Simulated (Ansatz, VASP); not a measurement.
# Two plane-wave programs on C

INCAR

```
SYSTEM = C
PREC = Accurate
ENCUT = 520
EDIFF = 1E-6
ISMEAR = -1
SIGMA = 0.05
LREAL = .False.
LASPH = .True.
NELM = 80
ALGO = Normal
ISIF = 2
LWAVE = .False.
LCHARG = .False.
LDIPOL = .True.
IDIPOL = 3
DIPOL = 0.5 0.5 0.500
GGA = PE
NBANDS = 26
```

KPOINTS

```
Automatic mesh
0
Gamma
  12 12 1
  0 0 0
```

POSCAR

```
C
1.0
    2.4699988104      0.0000000000      0.0000000000
   -1.2349994052      2.1390817171      0.0000000000
    0.0000000000      0.0000000000     25.2189500000
C
8
Direct
    0.0000000000      0.0000000000      0.2973954110
    0.6666666667      0.3333333334      0.2987416209
    0.0000000000      0.0000000000      0.4320164004
    0.3333333333      0.6666666666      0.4333626103
    0.0000000000      0.0000000000      0.5666373897
    0.6666666667      0.3333333334      0.5679835996
    0.0000000000      0.0000000000      0.7012583791
    0.3333333333      0.6666666666      0.7026045890
```

File input.yaml:

```yaml
crystal:
  lattice:
    - [2.4699988104, 0.0, 0.0]
    - [-1.2349994052, 2.1390817171, 0.0]
    - [0.0, 0.0, 25.21895]
  atoms:
    - { symbol: C, position: [0.0, 0.0, 0.297395411] }
    - { symbol: C, position: [0.6666666667, 0.3333333334, 0.2987416209] }
    - { symbol: C, position: [0.0, 0.0, 0.4320164004] }
    - { symbol: C, position: [0.3333333333, 0.6666666666, 0.4333626103] }
    - { symbol: C, position: [0.0, 0.0, 0.5666373897] }
    - { symbol: C, position: [0.6666666667, 0.3333333334, 0.5679835996] }
    - { symbol: C, position: [0.0, 0.0, 0.7012583791] }
    - { symbol: C, position: [0.3333333333, 0.6666666666, 0.702604589] }
hamiltonian:
  xc: pbe
  pseudopotentials: { kind: paw }
kpoints:
  mp_grid: { grid: [12, 12, 1] }
scf:
  occupations: { method: fermi_dirac, width: 0.05 }
output:
  forces: true
  eigenvalues: true
  write_density: true
  write_potential: true
  elf: true
  volumetric_format: npy
efield:
  axis: 3
  dipole_correction: true
  ramp_width: 0.04
```

Alike in both runs: task single point; functional PBE; k mesh 12 × 12 × 1; occupations fermi-dirac, width 0.05 eV; no spin polarisation.

```csv
,VASP,Ansatz
version,VASP 6.6.1,Ansatz 0.2.0
potentials or method,"VASP PAW PBE potentials, release 64 (C)",Ansatz PAW
plane-wave cutoff (eV),520,420
valence electrons in the cell,32,32
```

Ansatz gave:

```
gap on the k mesh at the Fermi level (eV) : 0.01
least direct gap on the mesh (eV)         : 0.01
rms of the force components (eV/Å)        : 0.329
```

Estimate VASP's values.

gap on the k mesh at the Fermi level (eV): 0.01; least direct gap on the mesh (eV): 0.01; rms of the force components (eV/Å): 0.328.

Atom by atom the forces differ by 0.001 eV/Å (rms over components).
